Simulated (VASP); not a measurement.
# AlNi3 (Fm-3m) in VASP: notebook

AlNi3 is run at these levels: PBE, LDA; tasks: relaxation of cell and atoms, single point.

All numbers are computed with VASP 6.6.1; they aren't measurements. Logs are shortened: lines on timing, memory, paths and dates and some standing lists are left out, and cuts for length are marked.

## 1. The cell of the first run

It takes space group Fm-3m (No. 225, cubic). Conventional cell: a = 5.604 Å, b = 5.604 Å, c = 5.604 Å, α = 90.00°, β = 90.00°, γ = 90.00°. Within 3.2 Å of Al (site symmetry m-3m) lie 14 Ni at 2.43 to 2.80 Å. Ni (site symmetry -43m) has 4 Al at 2.43 Å and 10 Ni at 2.43 to 2.80 Å within 3.2 Å. Within 3.2 Å of Ni (site symmetry m-3m) lie 8 Ni at 2.43 Å and 6 Al at 2.80 Å.

## 2. Relaxation of cell and atoms, PBE

File INCAR:

```
SYSTEM = AlNi3
PREC     = Accurate       ! precision mode
ENCUT    = 600            ! plane-wave cutoff, eV
EDIFF    = 1E-7           ! SCF threshold, eV
ISMEAR   = 0              ! smearing method
SIGMA    = 0.1            ! smearing width, eV
LREAL    = .FALSE.        ! projectors in reciprocal space
LASPH    = .TRUE.         ! aspherical terms in the spheres
NELM     = 100            ! most SCF steps
ALGO     = Fast           ! electronic algorithm
ISIF     = 3              ! what is computed and relaxed
LWAVE    = .FALSE.        ! write WAVECAR
LCHARG   = .FALSE.        ! write CHGCAR
GGA      = PE             ! functional
IBRION   = 2              ! ionic algorithm
NSW      = 100            ! ionic steps
EDIFFG   = -0.005         ! ionic threshold
```

File KPOINTS:

```
regular mesh
0
G
  14 14 14
  0 0 0
```

File POSCAR:

```
AlNi3
1.0
    0.0000000000      2.8018887551      2.8018887551
    2.8018887551      0.0000000000      2.8018887551
    2.8018887551      2.8018887551      0.0000000000
Al Ni
1 3
Direct
    0.5000000000      0.5000000000      0.5000000000
    0.2500000000      0.2500000000      0.2500000000
    0.0000000000      0.0000000000      0.0000000000
    0.7500000000      0.7500000000      0.7500000000
```

Potentials or basis: VASP PAW PBE potentials, release 64 (Al, Ni).

Launch:

```sh
cat potpaw_PBE.64/Al/POTCAR potpaw_PBE.64/Ni/POTCAR > POTCAR
mpirun -np 1 vasp_std > vasp.out
```

OUTCAR:

```text
SYSTEM = AlNi3
   PREC = Accurate
   ENCUT = 600
   EDIFF = 1E-7
   ISMEAR = 0
   LREAL = .FALSE.
   LASPH = .TRUE.
   NELM = 100
   ISIF = 3
   GGA = PE
   IBRION = 2
   NSW = 100
   EDIFFG = -0.005

 ion  position               nearest neighbor table
   1  0.500  0.500  0.500-   2 2.43   4 2.43   2 2.43   2 2.43   4 2.43   2 2.43   4 2.43   4 2.43
                             3 2.80   3 2.80   3 2.80   3 2.80   3 2.80   3 2.80
   2  0.250  0.250  0.250-   3 2.43   1 2.43   3 2.43   1 2.43   3 2.43   3 2.43   1 2.43   1 2.43
                             4 2.80   4 2.80   4 2.80   4 2.80   4 2.80   4 2.80
   3  0.000  0.000  0.000-   4 2.43   2 2.43   4 2.43   2 2.43   4 2.43   4 2.43   2 2.43   2 2.43
                             1 2.80   1 2.80   1 2.80   1 2.80   1 2.80   1 2.80
   4  0.750  0.750  0.750-   1 2.43   3 2.43   1 2.43   1 2.43   3 2.43   1 2.43   3 2.43   3 2.43
                             2 2.80   2 2.80   2 2.80   2 2.80   2 2.80   2 2.80

  LATTYP: Found a face centered cubic cell.
 ALAT       =     5.6037775102

  Lattice vectors:

 A1 = (   0.0000000000,   2.8018887551,   2.8018887551)
 A2 = (   2.8018887551,   0.0000000000,   2.8018887551)
 A3 = (   2.8018887551,   2.8018887551,   0.0000000000)

Analysis of symmetry for initial positions (statically):
=====================================================================
 Subroutine PRICEL returns:
 Original cell was already a primitive cell.

 Routine SETGRP: Setting up the symmetry group for a
 face centered cubic supercell.

 Subroutine GETGRP returns: Found 48 space group operations
 (whereof 48 operations were pure point group operations)
 out of a pool of 48 trial point group operations.

The static configuration has the point symmetry O_h .

Analysis of symmetry for dynamics (positions and initial velocities):
=====================================================================
 Subroutine PRICEL returns:
 Original cell was already a primitive cell.

 Routine SETGRP: Setting up the symmetry group for a
 face centered cubic supercell.

 Subroutine GETGRP returns: Found 48 space group operations
 (whereof 48 operations were pure point group operations)
 out of a pool of 48 trial point group operations.

The dynamic configuration has the point symmetry O_h .

 Subroutine INISYM returns: Found 48 space group operations
 (whereof 48 operations are pure point group operations),
 and found     1 'primitive' translations

----------------------------------------------------------------------------------------

                                     Primitive cell

  volume of cell :      43.9929

  direct lattice vectors                    reciprocal lattice vectors
     0.000000000  2.801888755  2.801888755    -0.178451053  0.178451053  0.178451053
     2.801888755  0.000000000  2.801888755     0.178451053 -0.178451053  0.178451053
     2.801888755  2.801888755  0.000000000     0.178451053  0.178451053 -0.178451053

  length of vectors
     3.962469078  3.962469078  3.962469078     0.309086291  0.309086291  0.309086291

  position of ions in fractional coordinates (direct lattice)
     0.500000000  0.500000000  0.500000000
     0.250000000  0.250000000  0.250000000
     0.000000000  0.000000000  0.000000000
     0.750000000  0.750000000  0.750000000

  ion indices of the primitive-cell ions
   primitive index   ion index
                 1           1
                 2           2
                 3           3
                 4           4

----------------------------------------------------------------------------------------

 KPOINTS: regular mesh

Automatic generation of k-mesh.
 Grid dimensions read from file:
 generate k-points for:   14   14   14

 Generating k-lattice:

  Cartesian coordinates                     Fractional coordinates (reciprocal lattice)
    -0.012746504  0.012746504  0.012746504     0.071428571  0.000000000  0.000000000
     0.012746504 -0.012746504  0.012746504     0.000000000  0.071428571  0.000000000
     0.012746504  0.012746504 -0.012746504     0.000000000  0.000000000  0.071428571

  Length of vectors
     0.022077592  0.022077592  0.022077592

  Shift w.r.t. Gamma in fractional coordinates (k-lattice)
     0.000000000  0.000000000  0.000000000

 Subroutine IBZKPT returns following result:
 ===========================================

 Found    104 irreducible k-points:

 Following reciprocal coordinates:
            Coordinates               Weight
  0.000000  0.000000  0.000000      1.000000
  0.071429  0.000000  0.000000      8.000000
  0.142857  0.000000  0.000000      8.000000
  0.214286  0.000000  0.000000      8.000000
  0.285714  0.000000  0.000000      8.000000
  0.357143  0.000000  0.000000      8.000000
[... 16 lines left out ...]
  0.214286  0.142857  0.000000     24.000000
  0.285714  0.142857  0.000000     24.000000
 [... further k-points ...]
   k-points           NKPTS =    104   k-points in BZ     NKDIM =    104   number of bands    NBANDS=     20
   number of dos      NEDOS =    301   number of ions     NIONS =      4
   total plane-waves  NPLWV =  32768
   dimension x,y,z NGX =    32 NGY =   32 NGZ =   32
   dimension x,y,z NGXF=    64 NGYF=   64 NGZF=   64
   ions per type =               1   3
   NGX,Y,Z   is equivalent  to a cutoff of  13.43, 13.43, 13.43 a.u.
   NGXF,Y,Z  is equivalent  to a cutoff of  26.85, 26.85, 26.85 a.u.
 SYSTEM =  AlNi3
   PREC   = accura    normal or accurate (medium, high low for compatibility)
   ISTART =      0    job   : 0-new  1-cont  2-samecut
   ICHARG =      2    charge: 1-file 2-atom 10-const
   ISPIN  =      1    spin polarized calculation?
   LNONCOLLINEAR =      F non collinear calculations
   LSORBIT =      F    spin-orbit coupling
   LASPH  =      T    aspherical Exc in radial PAW
   ENCUT  =  600.0 eV  44.10 Ry    6.64 a.u.   7.91  7.91  7.91*2*pi/ulx,y,z
   NELM   =    100;   NELMIN=  2; NELMDL= -5     # of ELM steps
   EDIFF  = 0.1E-06   stopping-criterion for ELM
   LREAL  =      F    real-space projection
   EDIFFG = -.5E-02   stopping-criterion for IOM
   NSW    =    100    number of steps for IOM
   IBRION =      2    ionic relax: 0-MD 1-quasi-New 2-CG
   NFREE  =      1    steps in history (QN), initial steepest desc. (CG)
   ISIF   =      3    stress and relaxation
   ISYM   =      2    0-nonsym 1-usesym 2-fastsym
   POTIM  = 0.5000    time-step for ionic-motion
   TEBEG  =    0.0;   TEEND  =   0.0 temperature during run
   PSTRESS=    0.0 pullay stress
   NELECT =      33.0000    total number of electrons
   NUPDOWN=      -1.0000    fix difference up-down
   EMIN   =  10.00;   EMAX   =-10.00  energy-range for DOS
   EFERMI =   0.00;   METHOD = LEGACY
   ISMEAR =     0;   SIGMA  =   0.10  broadening in eV -4-tet -1-fermi 0-gaus
   EFERMI_NEDOS =   21; number of points for ismear=-14 and -15
   IALGO  =     68    algorithm
   IMIX   =      4    mixing-type and parameters
     AMIX     =   0.40;   BMIX     =  1.00
     AMIX_MAG =   1.60;   BMIX_MAG =  1.00
  volume/ion in A,a.u.               =      11.00        74.22
  Fermi-wavevector in a.u.,A,eV,Ry     =   1.487483  2.810935 30.104316  2.212605
  Thomas-Fermi vector in A             =   2.600638
   LORBIT       =      0    0 simple, 1 ext, 2 COOP (PROOUT), +10 PAW based schemes
   GGA     = PE    functional components
   LHFCALC =     F    Hartree Fock is set to
   AEXX    =    0.0000 exact exchange contribution
   IVDW    =     0    specifies the selected vdW correction
   LEPSILON=     F    determine dielectric tensor
   LRPA    =     F    only Hartree local field effects (RPA)
 conjugate gradient relaxation of ions
 non-spin polarized calculation
 RMM-DIIS sequential band-by-band and
 Gauss-broadening in eV      SIGMA  =   0.10
  energy-cutoff  :      600.00
  volume of cell :       43.99
 maximum number of plane-waves:      1481
   NGX = 15   NGY = 15   NGZ = 15

--------------------------------------- Ionic step        1  -------------------------------------------

 number of electron      33.0000021 magnetization

 Free energy of the ion-electron system (eV)
  ---------------------------------------------------
  ext. energy  EPLUGINS =         0.00000000
  ---------------------------------------------------
  free energy    TOTEN  =       -21.66095931 eV

  energy without entropy =      -21.64781968  energy(sigma->0) =      -21.65438949

------------------------ aborting loop because EDIFF is reached ----------------------------------------

  FORCE on cell =-STRESS in cart. coord.  units (eV):
  Direction    XX          YY          ZZ          XY          YZ          ZX
  --------------------------------------------------------------------------------------
  -------------------------------------------------------------------------------------
  Total        1.9136842      1.9136842      1.9136842      0.0000000     -0.0000000     -0.0000000
  in kB       69.6944481     69.6944481     69.6944481      0.0000000     -0.0000000     -0.0000000
  external PRESSURE =      69.6944481 kB  Pullay stress =       0.0000000 kB
[... 61 lines left out ...]
  energy  without entropy=      -21.6541322680  energy(sigma->0) =      -21.66142628

--------------------------------------- Ionic step        3  -------------------------------------------

 number of electron      33.0000026 magnetization

 Free energy of the ion-electron system (eV)
  ---------------------------------------------------
  ext. energy  EPLUGINS =         0.00000000
  ---------------------------------------------------
  free energy    TOTEN  =       -21.69474199 eV

  energy without entropy =      -21.68084171  energy(sigma->0) =      -21.68779185

 E-fermi :   9.4637     XC(G=0): -12.6201

 val. band max:        9.4543833972   @ k =  -0.2857   0.5000   0.2143
 cond. band min:       9.4822257969   @ k =   0.5000   0.2143   0.0714
 fundamental gap:      0.0278423997
 Fermi energy:         9.4637261094

 k-point     1 :       0.0000    0.0000    0.0000
  band No.  band energies     occupation
      1      -0.4773      2.00000
      2       6.0552      2.00000
      3       6.0552      2.00000
      4       6.1481      2.00000
      5       6.1481      2.00000
      6       6.1481      2.00000
[... 12 lines left out ...]
     19      14.8190      0.00000
[... 513 lines left out ...]
      4       6.2405      2.00000
      5       6.5857      2.00000
      6       6.5881      2.00000
[... 12 lines left out ...]
     19      13.0290      0.00000
     20      14.2442      0.00000

 [... further k-points ...]

------------------------ aborting loop because EDIFF is reached ----------------------------------------

  FORCE on cell =-STRESS in cart. coord.  units (eV):
  Direction    XX          YY          ZZ          XY          YZ          ZX
  --------------------------------------------------------------------------------------
  -------------------------------------------------------------------------------------
  Total        0.0007979      0.0007979      0.0007979     -0.0000000      0.0000000     -0.0000000
  in kB        0.0280305      0.0280305      0.0280305     -0.0000000      0.0000000     -0.0000000
  external PRESSURE =       0.0280305 kB  Pullay stress =       0.0000000 kB
[... 19 lines left out ...]
  FREE ENERGIE OF THE ION-ELECTRON SYSTEM (eV)
  ---------------------------------------------------
  free  energy   TOTEN  =       -21.6947419874 eV

  energy  without entropy=      -21.6808417071  energy(sigma->0) =      -21.68779185

 reached required accuracy - stopping structural energy minimisation
```

Wall time 2 min (1 thread of Intel Xeon 6975P-C (Granite Rapids), shared host); peak memory 0.25 GiB.

Results:

- Free energy: -21.6947 eV
- Relaxed volume: 11.40 Å³/atom
- Relaxed cell: a = 4.010 Å, b = 4.010 Å, c = 4.010 Å, α = 60.00°, β = 60.00°, γ = 60.00°
- Space group after relaxing (to 0.1 Å): Fm-3m (No. 225)
- Energy gained by relaxing: 8.4 meV/atom
- Ionic steps: 3
- Pressure after relaxing: 0.0 GPa
- Band gap on the k mesh: zero (an odd number of electrons rules out a gap without spin polarisation)

Step by step:
| step | energy change (eV) | largest force (eV/Å) | pressure (GPa) | volume (Å³) |
| --- | --- | --- | --- | --- |
| 1 | 0.0000 | 0.0000 | 6.97 | 43.99 |
| 2 | -0.0078 | 0.0000 | -5.36 | 47.11 |
| 3 | -0.0338 | 0.0000 | 0.00 | 45.61 |

Final structure:
```cif
data_structure
_symmetry_space_group_name_H-M 'P 1'
_symmetry_Int_Tables_number 1
_cell_length_a 4.0104
_cell_length_b 4.0104
_cell_length_c 4.0104
_cell_angle_alpha 60.000
_cell_angle_beta 60.000
_cell_angle_gamma 60.000
_cell_volume 45.61
loop_
_atom_site_label
_atom_site_type_symbol
_atom_site_fract_x
_atom_site_fract_y
_atom_site_fract_z
_atom_site_occupancy
Al1 Al 0.50000 0.50000 0.50000 1
Ni1 Ni 0.25000 0.25000 0.25000 1
Ni2 Ni 0.00000 0.00000 0.00000 1
Ni3 Ni 0.75000 0.75000 0.75000 1
```

Spin polarisation is off, so any magnetic state and its effect on volume and gap are missing.

## 3. Single point, PBE

This run uses another cell than the first one, of 11.41 Å³/atom.

File INCAR:

```
SYSTEM = AlNi3
  PREC = Accurate
  ENCUT = 520
  EDIFF = 1E-6
  ISMEAR = 0
  SIGMA = 0.1
  LREAL = .False.
  LASPH = .True.
  NELM = 80
  ALGO = Normal
  ISIF = 2
  LWAVE = .False.
  LCHARG = .False.
  GGA = PE
  NBANDS = 24
```

File KPOINTS:

```
Automatic mesh
0
Gamma
  14 14 14
  0 0 0
```

File POSCAR:

```
AlNi3
1.0
    0.0000000000      2.8361718561      2.8361718561
    2.8361718561      0.0000000000      2.8361718561
    2.8361718561      2.8361718561      0.0000000000
Al Ni
1 3
Direct
    0.5000000000      0.5000000000      0.5000000000
    0.2500000000      0.2500000000      0.2500000000
    0.0000000000      0.0000000000      0.0000000000
    0.7500000000      0.7500000000      0.7500000000
```

Potentials or basis: VASP PAW PBE potentials, release 64 (Al, Ni).

Launch:

```sh
cat potpaw_PBE.64/Al/POTCAR potpaw_PBE.64/Ni/POTCAR > POTCAR
mpirun -np 1 vasp_std > vasp.out
```

Run time: 2 min. Hardware: 1 thread of Intel Xeon Platinum 8259CL at 2.50GHz (Skylake/Cascade Lake), shared host; peak memory 0.23 GiB.

It converged, with:

```yaml
Free_energy: -21.6962 eV
Pressure: 0.0 GPa
Band_gap_on_the_k_mesh: zero (an odd number of electrons rules out a gap without spin polarisation)
```

Levels at points of the mesh, in eV from the Fermi level:
```
           k point  band 12  band 13  band 14  band 15  band 16  band 17  band 18  band 19  band 20  band 21
(0.00, 0.00, 0.00)    -0.86    -0.54    -0.54    -0.50    -0.50     5.35     5.35     5.35     5.72     5.72
(0.50, 0.00, 0.00)    -1.64    -0.62    -0.62    -0.45    -0.45    -0.14     4.26     4.26     4.63     4.63
(0.50, 0.50, 0.00)    -1.11    -1.01    -0.71    -0.57    -0.37    -0.33    -0.33    -0.05     4.11     4.44
```

Spin polarisation is off, so any magnetic state and its effect on volume and gap are missing.

(Part 1 of 2 ends here.)
